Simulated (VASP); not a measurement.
# Mo in VASP: single point with PBEsol

Aim: the single point of Mo with PBEsol.

Program: VASP 6.6.1. These are calculated values, not measurements. Logs are shortened: lines on timing, memory, paths and dates and some standing lists are left out, and cuts for length are marked.

## (1) The cell of the first run

The cell holds a slab with vacuum, 5 atoms: a = 4.470 Å, b = 4.470 Å, c = 19.650 Å, α = 90.00°, β = 90.00°, γ = 120.00°.

## (2) Single point, PBEsol

Input file INCAR:

```
  PREC = Accurate
  ENCUT = 400
  EDIFF = 1E-6
  ISMEAR = -1
  SIGMA = 0.1
  LREAL = F
  LASPH = T
  NELM = 120
  ALGO = Normal
  ISIF = 2
  LWAVE = F
  LCHARG = F
  LDIPOL = T
  IDIPOL = 3
  DIPOL = 0.5 0.5 0.500
  GGA = PS
  ISYM = -1
  NBANDS = 43
  GGA_COMPAT = F
  NELMDL = -8
  KPAR = 1
```

Input file KPOINTS:

```
explicit points
50
Reciprocal
  0.05000000   0.05000000   0.00000000 2
  0.05000000   0.15000000   0.00000000 2
  0.05000000   0.25000000   0.00000000 2
  0.05000000   0.35000000   0.00000000 2
  0.05000000   0.45000000   0.00000000 2
  0.05000000   0.55000000   0.00000000 2
  0.05000000   0.65000000   0.00000000 2
  0.05000000   0.75000000   0.00000000 2
  0.05000000   0.85000000   0.00000000 2
  0.05000000   0.95000000   0.00000000 2
  0.15000000   0.05000000   0.00000000 2
  0.15000000   0.15000000   0.00000000 2
  0.15000000   0.25000000   0.00000000 2
  0.15000000   0.35000000   0.00000000 2
  0.15000000   0.45000000   0.00000000 2
  0.15000000   0.55000000   0.00000000 2
  0.15000000   0.65000000   0.00000000 2
  0.15000000   0.75000000   0.00000000 2
  0.15000000   0.85000000   0.00000000 2
  0.15000000   0.95000000   0.00000000 2
  0.25000000   0.05000000   0.00000000 2
  0.25000000   0.15000000   0.00000000 2
  0.25000000   0.25000000   0.00000000 2
  0.25000000   0.35000000   0.00000000 2
  0.25000000   0.45000000   0.00000000 2
  0.25000000   0.55000000   0.00000000 2
  0.25000000   0.65000000   0.00000000 2
  0.25000000   0.75000000   0.00000000 2
  0.25000000   0.85000000   0.00000000 2
  0.25000000   0.95000000   0.00000000 2
  0.35000000   0.05000000   0.00000000 2
  0.35000000   0.15000000   0.00000000 2
  0.35000000   0.25000000   0.00000000 2
  0.35000000   0.35000000   0.00000000 2
  0.35000000   0.45000000   0.00000000 2
  0.35000000   0.55000000   0.00000000 2
  0.35000000   0.65000000   0.00000000 2
  0.35000000   0.75000000   0.00000000 2
  0.35000000   0.85000000   0.00000000 2
  0.35000000   0.95000000   0.00000000 2
  0.45000000   0.05000000   0.00000000 2
  0.45000000   0.15000000   0.00000000 2
  0.45000000   0.25000000   0.00000000 2
  0.45000000   0.35000000   0.00000000 2
  0.45000000   0.45000000   0.00000000 2
  0.45000000   0.55000000   0.00000000 2
  0.45000000   0.65000000   0.00000000 2
  0.45000000   0.75000000   0.00000000 2
  0.45000000   0.85000000   0.00000000 2
  0.45000000   0.95000000   0.00000000 2
```

Input file POSCAR:

```
Mo
1.0
    4.4701026757      0.0000000000      0.0000000000
   -2.2350513378      3.8712224747      0.0000000000
    0.0000000000      0.0000000000     19.6498000000
Mo
5
Direct
    0.8333333333      0.1666666667      0.4205312807
    0.1666666667      0.8333333333      0.4571710418
    0.5000000000      0.5000000000      0.4999999854
    0.8333333333      0.1666666667      0.5428289630
    0.1666666667      0.8333333333      0.5794687291
```

Potentials or basis: VASP PAW PBE potentials, release 64 (Mo_sv).

Run with:

```sh
cat potpaw_PBE.64/Mo_sv/POTCAR > POTCAR
mpirun -np 4 vasp_std > vasp.out
```

OUTCAR:

```text
PREC = Accurate
   ENCUT = 400
   EDIFF = 1E-6
   ISMEAR = -1
   LREAL = F
   LASPH = T
   NELM = 120
   ISIF = 2
   GGA = PS
   ISYM = -1
   NELMDL = -8

 ion  position               nearest neighbor table
   1  0.833  0.167  0.421-   4 2.40   2 2.68   2 2.68   2 2.68   3 3.02   3 3.02   3 3.02
   2  0.167  0.833  0.457-   5 2.40   1 2.68   1 2.68   1 2.68   3 2.71   3 2.71   3 2.71   4 3.08
                             4 3.08   4 3.08
   3  0.500  0.500  0.500-   2 2.71   2 2.71   2 2.71   4 2.71   4 2.71   4 2.71   1 3.02   1 3.02
                             1 3.02   5 3.02   5 3.02   5 3.02
   4  0.833  0.167  0.543-   1 2.40   5 2.68   5 2.68   5 2.68   3 2.71   3 2.71   3 2.71   2 3.08
                             2 3.08   2 3.08
   5  0.167  0.833  0.579-   2 2.40   4 2.68   4 2.68   4 2.68   3 3.02   3 3.02   3 3.02

IMPORTANT INFORMATION: All symmetrisations will be switched off!
NOSYMM: (Re-)initialisation of all symmetry stuff for point group C_1.

----------------------------------------------------------------------------------------

                                     Primitive cell

  volume of cell :     340.0351

  direct lattice vectors                    reciprocal lattice vectors
     4.470102676  0.000000000  0.000000000     0.223708508  0.129158167  0.000000000
    -2.235051338  3.871222475  0.000000000     0.000000000  0.258316335  0.000000000
     0.000000000  0.000000000 19.649800000     0.000000000  0.000000000  0.050891103

  length of vectors
     4.470102676  4.470102676 19.649800000     0.258316335  0.258316335  0.050891103

  position of ions in fractional coordinates (direct lattice)
     0.833333333  0.166666667  0.420531281
     0.166666667  0.833333333  0.457171042
     0.500000000  0.500000000  0.499999985
     0.833333333  0.166666667  0.542828963
     0.166666667  0.833333333  0.579468729

  ion indices of the primitive-cell ions
   primitive index   ion index
                 1           1
                 2           2
                 3           3
                 4           4
                 5           5

----------------------------------------------------------------------------------------

 KPOINTS: explicit points

Read explicit list of k-points.

 Found     50 k-points:

 Following reciprocal coordinates:
            Coordinates               Weight
  0.050000  0.050000  0.000000      0.020000
  0.050000  0.150000  0.000000      0.020000
  0.050000  0.250000  0.000000      0.020000
  0.050000  0.350000  0.000000      0.020000
  0.050000  0.450000  0.000000      0.020000
  0.050000  0.550000  0.000000      0.020000
[... 16 lines left out ...]
  0.250000  0.250000  0.000000      0.020000
  0.250000  0.350000  0.000000      0.020000
 [... further k-points ...]
   k-points           NKPTS =     50   k-points in BZ     NKDIM =     50   number of bands    NBANDS=     44
   number of dos      NEDOS =    301   number of ions     NIONS =      5
   total plane-waves  NPLWV = 115200
   dimension x,y,z NGX =    30 NGY =   30 NGZ =  128
   dimension x,y,z NGXF=    60 NGYF=   60 NGZF=  256
   ions per type =               5
   NGX,Y,Z   is equivalent  to a cutoff of  11.16, 11.16, 10.83 a.u.
   NGXF,Y,Z  is equivalent  to a cutoff of  22.31, 22.31, 21.66 a.u.
 SYSTEM =  unknown system
   PREC   = accura    normal or accurate (medium, high low for compatibility)
   ISTART =      0    job   : 0-new  1-cont  2-samecut
   ICHARG =      2    charge: 1-file 2-atom 10-const
   ISPIN  =      1    spin polarized calculation?
   LNONCOLLINEAR =      F non collinear calculations
   LSORBIT =      F    spin-orbit coupling
   LASPH  =      T    aspherical Exc in radial PAW
   ENCUT  =  400.0 eV  29.40 Ry    5.42 a.u.   7.29  7.29 32.04*2*pi/ulx,y,z
   NELM   =    120;   NELMIN=  2; NELMDL= -8     # of ELM steps
   EDIFF  = 0.1E-05   stopping-criterion for ELM
   LREAL  =      F    real-space projection
   EDIFFG = 0.1E-04   stopping-criterion for IOM
   NSW    =      0    number of steps for IOM
   IBRION =     -1    ionic relax: 0-MD 1-quasi-New 2-CG
   NFREE  =      0    steps in history (QN), initial steepest desc. (CG)
   ISIF   =      2    stress and relaxation
   ISYM   =     -1    0-nonsym 1-usesym 2-fastsym
   POTIM  = 0.5000    time-step for ionic-motion
   TEBEG  =    0.0;   TEEND  =   0.0 temperature during run
   PSTRESS=    0.0 pullay stress
   NELECT =      70.0000    total number of electrons
   NUPDOWN=      -1.0000    fix difference up-down
   EMIN   =  10.00;   EMAX   =-10.00  energy-range for DOS
   EFERMI =   0.00;   METHOD = LEGACY
   ISMEAR =    -1;   SIGMA  =   0.10  broadening in eV -4-tet -1-fermi 0-gaus
   EFERMI_NEDOS =   21; number of points for ismear=-14 and -15
   IALGO  =     38    algorithm
   IMIX   =      4    mixing-type and parameters
     AMIX     =   0.40;   BMIX     =  1.00
     AMIX_MAG =   1.60;   BMIX_MAG =  1.00
  volume/ion in A,a.u.               =      68.01       458.93
  Fermi-wavevector in a.u.,A,eV,Ry     =   0.966643  1.826691 12.713275  0.934399
  Thomas-Fermi vector in A             =   2.096462
   LORBIT       =      0    0 simple, 1 ext, 2 COOP (PROOUT), +10 PAW based schemes
   GGA     = PS    functional components
   LHFCALC =     F    Hartree Fock is set to
   AEXX    =    0.0000 exact exchange contribution
   IVDW    =     0    specifies the selected vdW correction
   LEPSILON=     F    determine dielectric tensor
   LRPA    =     F    only Hartree local field effects (RPA)
 non-spin polarized calculation
  energy-cutoff  :      400.00
  volume of cell :      340.04
 maximum number of plane-waves:      6221
 NGX is ok and might be reduce to    30
   NGX = 15   NGY = 15   NGZ = 65

 dipolmoment           0.000000      0.000000     -0.000001 electrons x Angstroem

 number of electron      69.9999979 magnetization

 dipolmoment           0.000000      0.000000      0.000000 electrons x Angstroem

 Free energy of the ion-electron system (eV)
  ---------------------------------------------------
  ext. energy  EPLUGINS =         0.00000000
  ---------------------------------------------------
  free energy    TOTEN  =       -51.84588543 eV

  energy without entropy =      -51.70431675  energy(sigma->0) =      -51.77510109

 E-fermi :  -0.0399     XC(G=0):  -4.2018

 val. band max:       -0.1450975217   @ k =   0.3500   0.2500   0.0000
 cond. band min:       0.0406917729   @ k =   0.4500   0.2500   0.0000
 fundamental gap:      0.1857892946
 Fermi energy:        -0.0398687072

 k-point     1 :       0.0500    0.0500    0.0000
  band No.  band energies     occupation
      1     -61.2594      2.00000
      2     -61.0136      2.00000
      3     -60.8782      2.00000
      4     -60.8396      2.00000
      5     -60.6602      2.00000
      6     -35.9161      2.00000
[... 36 lines left out ...]
     43       1.8078      0.00000
     44       2.1518      0.00000

 k-point     2 :       0.0500    0.1500    0.0000
  band No.  band energies     occupation
      1     -61.2442      2.00000
      2     -61.0158      2.00000
      3     -60.8856      2.00000
      4     -60.8346      2.00000
      5     -60.6717      2.00000
      6     -35.9446      2.00000
[... 36 lines left out ...]
     43       1.9652      0.00000
     44       2.1558      0.00000

 k-point     3 :       0.0500    0.2500    0.0000
  band No.  band energies     occupation
      1     -61.2212      2.00000
      2     -61.0181      2.00000
      3     -60.9022      2.00000
      4     -60.8214      2.00000
      5     -60.6903      2.00000
      6     -35.9859      2.00000
[... 36 lines left out ...]
     43       1.9933      0.00000
     44       2.2119      0.00000

 k-point     4 :       0.0500    0.3500    0.0000
  band No.  band energies     occupation
      1     -61.1982      2.00000
      2     -61.0183      2.00000
      3     -60.9228      2.00000
      4     -60.8030      2.00000
      5     -60.7121      2.00000
      6     -36.0203      2.00000
[... 882 lines left out ...]
     43       1.8621      0.00000
     44       2.3201      0.00000

 k-point    23 :       0.2500    0.2500    0.0000
  band No.  band energies     occupation
      1     -61.1877      2.00000
      2     -61.0084      2.00000
      3     -60.9418      2.00000
      4     -60.7900      2.00000
      5     -60.7271      2.00000
      6     -36.0195      2.00000
[... 36 lines left out ...]
     43       1.7394      0.00000
     44       2.4954      0.00000

 k-point    24 :       0.2500    0.3500    0.0000
  band No.  band energies     occupation
      1     -61.1795      2.00000
      2     -60.9963      2.00000
      3     -60.9614      2.00000
      4     -60.7732      2.00000
      5     -60.7451      2.00000
      6     -36.0214      2.00000
[... 36 lines left out ...]
     43       1.8556      0.00000
     44       2.1671      0.00000

 [... further k-points ...]

------------------------ aborting loop because EDIFF is reached ----------------------------------------

 vacuum level on the upper side and lower side of the slab       (xc-potential included)        -0.108        -0.108

  FORCE on cell =-STRESS in cart. coord.  units (eV):
  Direction    XX          YY          ZZ          XY          YZ          ZX
  --------------------------------------------------------------------------------------
  -------------------------------------------------------------------------------------
  Total       -6.6836671     -6.6991257     -2.5023086     -0.0133876      0.0130767     -0.0226487
  in kB      -31.4921005    -31.5649383    -11.7903768     -0.0630798      0.0616149     -0.1067162
  external PRESSURE =     -24.9491385 kB  Pullay stress =       0.0000000 kB

 VOLUME and BASIS-vectors are now :
 -----------------------------------------------------------------------------
  energy-cutoff  :      400.00
  volume of cell :      340.04
      direct lattice vectors                 reciprocal lattice vectors
     4.470102676  0.000000000  0.000000000     0.223708508  0.129158167  0.000000000
    -2.235051338  3.871222475  0.000000000     0.000000000  0.258316335  0.000000000
     0.000000000  0.000000000 19.649800000     0.000000000  0.000000000  0.050891103

 POSITION                                       TOTAL-FORCE (eV/Angst)
 -----------------------------------------------------------------------------------
      3.35258      0.64520      8.26336         0.012625     -0.007290      0.490545
     -1.11753      3.22602      8.98332        -0.009977      0.005761      0.301808
      1.11753      1.93561      9.82490        -0.000000      0.000000      0.000003
      3.35258      0.64520     10.66648         0.009978     -0.005761     -0.301801
     -1.11753      3.22602     11.38644        -0.012625      0.007290     -0.490556
 -----------------------------------------------------------------------------------
    total drift:                                0.000001     -0.000000     -0.000004

  FREE ENERGIE OF THE ION-ELECTRON SYSTEM (eV)
  ---------------------------------------------------
  free  energy   TOTEN  =       -51.8458854263 eV

  energy  without entropy=      -51.7043167514  energy(sigma->0) =      -51.77510109

 vacuum level on the upper side and lower side of the slab         3.719         3.719
```

Run time: 14 min. Hardware: 4 MPI ranks of Intel Xeon Platinum 8375C at 2.90GHz (Ice Lake), shared host; peak memory 0.25 GiB.

What came out:

| Item | Value |
| --- | --- |
| Free energy | -51.8459 eV |
| Largest force | 0.491 eV/Å |
| Band gap on the k mesh | zero (bands 35 and 36 overlap by 0.01 eV) |

Forces in eV/Å, atoms in the order of the input:
```
Mo   0.013 -0.007  0.491
Mo  -0.010  0.006  0.302
Mo   0.000  0.000  0.000
Mo   0.010 -0.006 -0.302
Mo  -0.013  0.007 -0.491
```

Levels at points of the mesh, in eV from the Fermi level:
```csv
k point,band 33,band 34,band 35,band 36,band 37,band 38
"(0.05, 0.05, 0.00)",-1.23,-1.07,-1.04,0.24,0.78,0.81
```

Caveat: the PAW data sets were made with another functional, which shifts forces and pressure a little.

The gap in the log of VASP goes by the Fermi energy; the results here count the filled bands.